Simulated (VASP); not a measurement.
Crystal: Ti.

```xyz
1
Lattice="2.6717 0.0000 0.0000 0.0000 2.6717 0.0000 0.0000 0.0000 2.6717" Properties=species:S:1:pos:R:3 pbc="T T T"
Ti    0.0000    0.0000    0.0000
```

This isn't the form of Ti at room conditions, which is hcp.

* Program: VASP 6.6.1
* Task: relaxation of cell and atoms
* Functional: r2SCAN
* Potentials or basis: VASP PAW PBE potentials, release 64 (Ti_sv)
* Cutoff: 600 eV
* k mesh: 12 × 12 × 12
* Occupations: fermi-dirac, width 0.05 eV
* Spin: collinear spin
* Starting moments: [1.0] μB

At the start: pressure -3.1 GPa; volume 19.07 Å³/atom.

Question: How do energy, volume and symmetry change on relaxing?

Answer: Over 14 steps the energy falls by 7.6 meV/atom and the volume is 18.32 Å³/atom (-3.9 %); space group Pm-3m (No. 221, to 0.1 Å) before and after; moment 0.00 μB per cell.

The path:
| step | energy change (eV) | largest force (eV/Å) | pressure (GPa) | volume (Å³) |
| --- | --- | --- | --- | --- |
| 1 | 0.0000 | 0.0000 | -3.12 | 19.07 |
| 2 | -0.0067 | 0.0000 | 1.15 | 18.06 |
| 3 | -0.0076 | 0.0000 | 0.53 | 18.31 |
| 4 | -0.0074 | 0.0000 | -0.44 | 18.42 |
| 5 | -0.0075 | 0.0000 | -0.30 | 18.37 |
| 6 | -0.0076 | 0.0000 | -0.15 | 18.34 |
| 7 | -0.0076 | 0.0000 | -0.17 | 18.34 |
| 8 | -0.0076 | 0.0000 | -0.16 | 18.33 |
| 9 | -0.0076 | 0.0000 | -0.15 | 18.33 |
| 10 | -0.0076 | 0.0000 | -0.14 | 18.33 |
| 11 | -0.0076 | 0.0000 | -0.13 | 18.33 |
| 12 | -0.0076 | 0.0000 | -0.11 | 18.33 |
| 13 | -0.0076 | 0.0000 | -0.13 | 18.33 |
| 14 | -0.0076 | 0.0000 | -0.05 | 18.32 |

Final structure:
```yaml
crystal:
  lattice:
    - [2.63622, 0.00000, 0.00000]
    - [0.00000, 2.63622, 0.00000]
    - [0.00000, 0.00000, 2.63622]
  atoms:
    - { symbol: Ti, position: [0.00000, 0.00000, 0.00000] }
```

Caveat: the PAW data sets were made with another functional, which shifts forces and pressure a little.
